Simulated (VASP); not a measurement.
# CoSi (P2_13) in VASP: electric field gradients with PBEsol

Aim: the electric field gradients of CoSi with PBEsol.

Everything below comes from runs of VASP 6.6.1. Logs are shortened: lines on timing, memory, paths and dates and some standing lists are left out, and cuts for length are marked.

### 1 The cell of the first run

It takes space group P2_13 (No. 198, cubic). Conventional cell: a = 4.388 Å, b = 4.388 Å, c = 4.388 Å, α = 90.00°, β = 90.00°, γ = 90.00°. Within 3.0 Å of Co (site symmetry 3) lie 7 Si at 2.30 to 2.41 Å and 6 Co at 2.70 Å. Si (site symmetry 3) has 7 Co at 2.30 to 2.41 Å and 6 Si at 2.72 Å within 3.0 Å.

### 2 Electric field gradients, PBEsol

INCAR

```
PREC     = Accurate       # precision mode
ENCUT    = 520            # plane-wave cutoff, eV
EDIFF    = 1E-8           # SCF threshold, eV
ISMEAR   = -1             # smearing method
SIGMA    = 0.15           # smearing width, eV
LREAL    = False          # projectors in reciprocal space
LASPH    = True           # aspherical terms in the spheres
NELM     = 80             # most SCF steps
ALGO     = Normal         # electronic algorithm
ISIF     = 2              # what is computed and relaxed
LWAVE    = False          # write WAVECAR
LCHARG   = False          # write CHGCAR
GGA      = PS             # functional
LEFG     = True         
NBANDS   = 36             # bands
```

KPOINTS

```
Automatic mesh
0
Gamma
  8 8 8
```

POSCAR

```
CoSi
1.0
    4.3878958441      0.0000000000      0.0000000000
    0.0000000000      4.3878958441      0.0000000000
    0.0000000000      0.0000000000      4.3878958441
Co Si
4 4
Direct
    0.1453757200      0.1453757200      0.1453757200
    0.3546242800      0.8546242800      0.6453757200
    0.6453757200      0.3546242800      0.8546242800
    0.8546242800      0.6453757200      0.3546242800
    0.8432734664      0.8432734664      0.8432734664
    0.6567265336      0.1567265336      0.3432734664
    0.3432734664      0.6567265336      0.1567265336
    0.1567265336      0.3432734664      0.6567265336
```

Potentials or basis: VASP PAW PBE potentials, release 64 (Co, Si).

Launch:

```console
$ cat potpaw_PBE.64/Co/POTCAR potpaw_PBE.64/Si/POTCAR > POTCAR
$ mpirun -np 1 vasp_std > vasp.out
```

OUTCAR:

```text
PREC = Accurate
   ENCUT = 520
   EDIFF = 1E-8
   ISMEAR = -1
   LREAL = False
   LASPH = True
   NELM = 80
   ISIF = 2
   GGA = PS

 ion  position               nearest neighbor table
   1  0.145  0.145  0.145-   5 2.30   6 2.31   7 2.31   8 2.31   7 2.41   8 2.41   6 2.41   3 2.70
                             4 2.70   2 2.70   2 2.70   4 2.70   3 2.70
   2  0.355  0.855  0.645-   6 2.30   5 2.31   7 2.31   8 2.31   7 2.41   8 2.41   5 2.41   1 2.70
                             1 2.70   3 2.70   3 2.70   4 2.70   4 2.70
   3  0.645  0.355  0.855-   7 2.30   6 2.31   5 2.31   8 2.31   8 2.41   6 2.41   5 2.41   1 2.70
                             4 2.70   2 2.70   2 2.70   4 2.70   1 2.70
   4  0.855  0.645  0.355-   8 2.30   6 2.31   7 2.31   5 2.31   6 2.41   5 2.41   7 2.41   1 2.70
                             3 2.70   2 2.70   1 2.70   2 2.70   3 2.70
   5  0.843  0.843  0.843-   1 2.30   2 2.31   3 2.31   4 2.31   3 2.41   4 2.41   2 2.41   6 2.72
                             7 2.72   8 2.72   6 2.72   8 2.72   7 2.72
   6  0.657  0.157  0.343-   2 2.30   1 2.31   3 2.31   4 2.31   3 2.41   4 2.41   1 2.41   8 2.72
                             5 2.72   5 2.72   7 2.72   7 2.72   8 2.72
   7  0.343  0.657  0.157-   3 2.30   2 2.31   1 2.31   4 2.31   4 2.41   2 2.41   1 2.41   8 2.72
                             5 2.72   8 2.72   6 2.72   6 2.72   5 2.72
   8  0.157  0.343  0.657-   4 2.30   2 2.31   3 2.31   1 2.31   2 2.41   1 2.41   3 2.41   7 2.72
                             5 2.72   7 2.72   5 2.72   6 2.72   6 2.72

  LATTYP: Found a simple cubic cell.
 ALAT       =     4.3878958441

  Lattice vectors:

 A1 = (   4.3878958441,   0.0000000000,   0.0000000000)
 A2 = (   0.0000000000,   4.3878958441,   0.0000000000)
 A3 = (   0.0000000000,   0.0000000000,   4.3878958441)

Analysis of symmetry for initial positions (statically):
=====================================================================
 Subroutine PRICEL returns:
 Original cell was already a primitive cell.

 Routine SETGRP: Setting up the symmetry group for a
 simple cubic supercell.

 Subroutine GETGRP returns: Found 12 space group operations
 (whereof  3 operations were pure point group operations)
 out of a pool of 48 trial point group operations.

The static configuration has the point symmetry C_3 .
 The point group associated with its full space group is T   .

Analysis of symmetry for dynamics (positions and initial velocities):
=====================================================================
 Subroutine PRICEL returns:
 Original cell was already a primitive cell.

 Routine SETGRP: Setting up the symmetry group for a
 simple cubic supercell.

 Subroutine GETGRP returns: Found 12 space group operations
 (whereof  3 operations were pure point group operations)
 out of a pool of 48 trial point group operations.

The dynamic configuration has the point symmetry C_3 .
 The point group associated with its full space group is T   .

 Subroutine INISYM returns: Found 12 space group operations
 (whereof  3 operations are pure point group operations),
 and found     1 'primitive' translations

----------------------------------------------------------------------------------------

                                     Primitive cell

  volume of cell :      84.4829

  direct lattice vectors                    reciprocal lattice vectors
     4.387895844  0.000000000  0.000000000     0.227899667  0.000000000  0.000000000
     0.000000000  4.387895844  0.000000000     0.000000000  0.227899667  0.000000000
     0.000000000  0.000000000  4.387895844     0.000000000  0.000000000  0.227899667

  length of vectors
     4.387895844  4.387895844  4.387895844     0.227899667  0.227899667  0.227899667

  position of ions in fractional coordinates (direct lattice)
     0.145375720  0.145375720  0.145375720
     0.354624280  0.854624280  0.645375720
     0.645375720  0.354624280  0.854624280
     0.854624280  0.645375720  0.354624280
     0.843273466  0.843273466  0.843273466
     0.656726534  0.156726534  0.343273466
     0.343273466  0.656726534  0.156726534
     0.156726534  0.343273466  0.656726534

  ion indices of the primitive-cell ions
   primitive index   ion index
                 1           1
                 2           2
                 3           3
                 4           4
                 5           5
                 6           6
                 7           7
                 8           8

----------------------------------------------------------------------------------------

 KPOINTS: Automatic mesh

Automatic generation of k-mesh.
 Grid dimensions read from file:
 generate k-points for:    8    8    8

 Generating k-lattice:

  Cartesian coordinates                     Fractional coordinates (reciprocal lattice)
[... 46 lines left out ...]
   dimension x,y,z NGXF=    72 NGYF=   72 NGZF=   72
   ions per type =               4   4
   NGX,Y,Z   is equivalent  to a cutoff of  13.64, 13.64, 13.64 a.u.
   NGXF,Y,Z  is equivalent  to a cutoff of  27.28, 27.28, 27.28 a.u.
 SYSTEM =  unknown system
   PREC   = accura    normal or accurate (medium, high low for compatibility)
   ISTART =      0    job   : 0-new  1-cont  2-samecut
   ICHARG =      2    charge: 1-file 2-atom 10-const
   ISPIN  =      1    spin polarized calculation?
   LNONCOLLINEAR =      F non collinear calculations
   LSORBIT =      F    spin-orbit coupling
   LASPH  =      T    aspherical Exc in radial PAW
   ENCUT  =  520.0 eV  38.22 Ry    6.18 a.u.   8.16  8.16  8.16*2*pi/ulx,y,z
   NELM   =     80;   NELMIN=  2; NELMDL= -5     # of ELM steps
   EDIFF  = 0.1E-07   stopping-criterion for ELM
   LREAL  =      F    real-space projection
   EDIFFG = 0.1E-06   stopping-criterion for IOM
   NSW    =      0    number of steps for IOM
   IBRION =     -1    ionic relax: 0-MD 1-quasi-New 2-CG
   NFREE  =      0    steps in history (QN), initial steepest desc. (CG)
   ISIF   =      2    stress and relaxation
   ISYM   =      2    0-nonsym 1-usesym 2-fastsym
   POTIM  = 0.5000    time-step for ionic-motion
   TEBEG  =    0.0;   TEEND  =   0.0 temperature during run
   PSTRESS=    0.0 pullay stress
   NELECT =      52.0000    total number of electrons
   NUPDOWN=      -1.0000    fix difference up-down
   EMIN   =  10.00;   EMAX   =-10.00  energy-range for DOS
   EFERMI =   0.00;   METHOD = LEGACY
   ISMEAR =    -1;   SIGMA  =   0.15  broadening in eV -4-tet -1-fermi 0-gaus
   EFERMI_NEDOS =   21; number of points for ismear=-14 and -15
   IALGO  =     38    algorithm
   IMIX   =      4    mixing-type and parameters
     AMIX     =   0.40;   BMIX     =  1.00
     AMIX_MAG =   1.60;   BMIX_MAG =  1.00
  volume/ion in A,a.u.               =      10.56        71.26
  Fermi-wavevector in a.u.,A,eV,Ry     =   1.392578  2.631591 26.385430  1.939274
  Thomas-Fermi vector in A             =   2.516308
   LORBIT       =      0    0 simple, 1 ext, 2 COOP (PROOUT), +10 PAW based schemes
   GGA     = PS    functional components
   LHFCALC =     F    Hartree Fock is set to
   AEXX    =    0.0000 exact exchange contribution
   IVDW    =     0    specifies the selected vdW correction
   LEPSILON=     F    determine dielectric tensor
   LRPA    =     F    only Hartree local field effects (RPA)
 non-spin polarized calculation
  energy-cutoff  :      520.00
  volume of cell :       84.48
 maximum number of plane-waves:      2301
 NGX is ok and might be reduce to    36
   NGX = 17   NGY = 17   NGZ = 17

 number of electron      51.9999988 magnetization

 Free energy of the ion-electron system (eV)
  ---------------------------------------------------
  ext. energy  EPLUGINS =         0.00000000
  ---------------------------------------------------
  free energy    TOTEN  =       -59.90436424 eV

  energy without entropy =      -59.70017856  energy(sigma->0) =      -59.80227140

 E-fermi :  12.5899     XC(G=0): -13.1221

 val. band max:       12.4457759352   @ k =   0.5000   0.5000   0.3750
 cond. band min:      12.5906411887   @ k =   0.3750   0.3750   0.3750
 fundamental gap:      0.1448652535
 Fermi energy:        12.5899289475

 k-point     1 :       0.0000    0.0000    0.0000
  band No.  band energies     occupation
      1      -1.4644      2.00000
      2       4.1441      2.00000
      3       4.1441      2.00000
      4       4.1441      2.00000
      5       6.8195      2.00000
      6       6.8195      2.00000
[... 925 lines left out ...]
     35      17.3920      0.00000
     36      18.2777      0.00000

 [... further k-points ...]
[... 5 lines left out ...]
  --------------------------------------------------------------------------------------
  -------------------------------------------------------------------------------------
  Total        0.1106559      0.1106559      0.1106559      0.0000000      0.0000000      0.0000000
  in kB        2.0985354      2.0985354      2.0985354      0.0000000      0.0000000      0.0000000
  external PRESSURE =       2.0985354 kB  Pullay stress =       0.0000000 kB

 VOLUME and BASIS-vectors are now :
 -----------------------------------------------------------------------------
  energy-cutoff  :      520.00
  volume of cell :       84.48
      direct lattice vectors                 reciprocal lattice vectors
     4.387895844  0.000000000  0.000000000     0.227899667  0.000000000  0.000000000
     0.000000000  4.387895844  0.000000000     0.000000000  0.227899667  0.000000000
     0.000000000  0.000000000  4.387895844     0.000000000  0.000000000  0.227899667

 POSITION                                       TOTAL-FORCE (eV/Angst)
 -----------------------------------------------------------------------------------
      0.63789      0.63789      0.63789         0.005101      0.005101      0.005101
      1.55605      3.75000      2.83184        -0.005101     -0.005101      0.005101
      2.83184      1.55605      3.75000         0.005101     -0.005101     -0.005101
      3.75000      2.83184      1.55605        -0.005101      0.005101     -0.005101
      3.70020      3.70020      3.70020         0.002094      0.002094      0.002094
      2.88165      0.68770      1.50625        -0.002094     -0.002094      0.002094
      1.50625      2.88165      0.68770         0.002094     -0.002094     -0.002094
      0.68770      1.50625      2.88165        -0.002094      0.002094     -0.002094
 -----------------------------------------------------------------------------------
    total drift:                                0.000000      0.000000      0.000000

  FREE ENERGIE OF THE ION-ELECTRON SYSTEM (eV)
  ---------------------------------------------------
  free  energy   TOTEN  =       -59.9043642440 eV

  energy  without entropy=      -59.7001785640  energy(sigma->0) =      -59.80227140

 Electric field gradients (V/A^2)
---------------------------------------------------------------------
 ion       V_xx      V_yy      V_zz      V_xy      V_xz      V_yz
---------------------------------------------------------------------
   1      -0.000    -0.000    -0.000    -0.395    -0.395    -0.395
   2      -0.000    -0.000    -0.000    -0.395     0.395     0.395
   3      -0.000    -0.000    -0.000     0.395     0.395    -0.395
   4      -0.000    -0.000    -0.000     0.395    -0.395     0.395
   5      -0.000     0.000    -0.000   -12.284   -12.284   -12.284
   6      -0.000    -0.000    -0.000   -12.284    12.284    12.284
   7      -0.000    -0.000    -0.000    12.284    12.284   -12.284
   8      -0.000    -0.000    -0.000    12.284   -12.284    12.284
---------------------------------------------------------------------

 Electric field gradients after diagonalization (V/A^2)
 (convention: |V_zz| > |V_xx| > |V_yy|)
----------------------------------------------------------------------
 ion       V_xx      V_yy      V_zz     asymmetry (V_yy - V_xx)/ V_zz
----------------------------------------------------------------------
   1       0.395     0.395    -0.789       0.000
   2       0.395     0.395    -0.789       0.000
   3       0.395     0.395    -0.789       0.000
   4       0.395     0.395    -0.789       0.000
   5      12.284    12.284   -24.567       0.000
   6      12.284    12.284   -24.567       0.000
   7      12.284    12.284   -24.567       0.000
   8      12.284    12.284   -24.567       0.000
----------------------------------------------------------------------

           NMR quadrupolar parameters

 Cq : quadrupolar parameter    Cq=e*Q*V_zz/h
 eta: asymmetry parameters     (V_yy - V_xx)/ V_zz
 Q  : nuclear electric quadrupole moment in mb (millibarn)
----------------------------------------------------------------------
 ion       Cq(MHz)       eta       Q (mb)
----------------------------------------------------------------------
   1      -0.002       0.000       1.000
   2      -0.002       0.000       1.000
   3      -0.002       0.000       1.000
   4      -0.002       0.000       1.000
   5      -0.059       0.000       1.000
   6      -0.059       0.000       1.000
   7      -0.059       0.000       1.000
   8      -0.059       0.000       1.000
----------------------------------------------------------------------
```

Wall time 63 s (1 thread of Intel Xeon 6975P-C (Granite Rapids), shared host); peak memory 0.26 GiB.

Results:

| Property | Result |
| --- | --- |
| Free energy | -59.9044 eV |
| Pressure | 0.2 GPa |
| Largest force | 0.009 eV/Å |
| Band gap on the k mesh | zero (bands 26 and 27 overlap by 0.22 eV) |
| Largest electric field gradient by atom | Co -0.8; Si -24.6 V/Å² |

Forces in eV/Å, atoms in the order of the input:
```
Co   0.005  0.005  0.005
Co  -0.005 -0.005  0.005
Co   0.005 -0.005 -0.005
Co  -0.005  0.005 -0.005
Si   0.002  0.002  0.002
Si  -0.002 -0.002  0.002
Si   0.002 -0.002 -0.002
Si  -0.002  0.002 -0.002
```

Electric field gradients, principal values (V/Å²):
```tsv
atom	least	middle	greatest (by size)
1 Co	0.395	0.395	-0.789
2 Co	0.395	0.395	-0.789
3 Co	0.395	0.395	-0.789
4 Co	0.395	0.395	-0.789
5 Si	12.284	12.284	-24.567
6 Si	12.284	12.284	-24.567
7 Si	12.284	12.284	-24.567
8 Si	12.284	12.284	-24.567
```

Caveat: without QUAD_EFG the Cq values of the log hold for a quadrupole moment of 1 mb, not for the nuclei; the PAW data sets were made with another functional, which shifts forces and pressure a little; the run has no spin polarisation, though such a crystal can be magnetic.
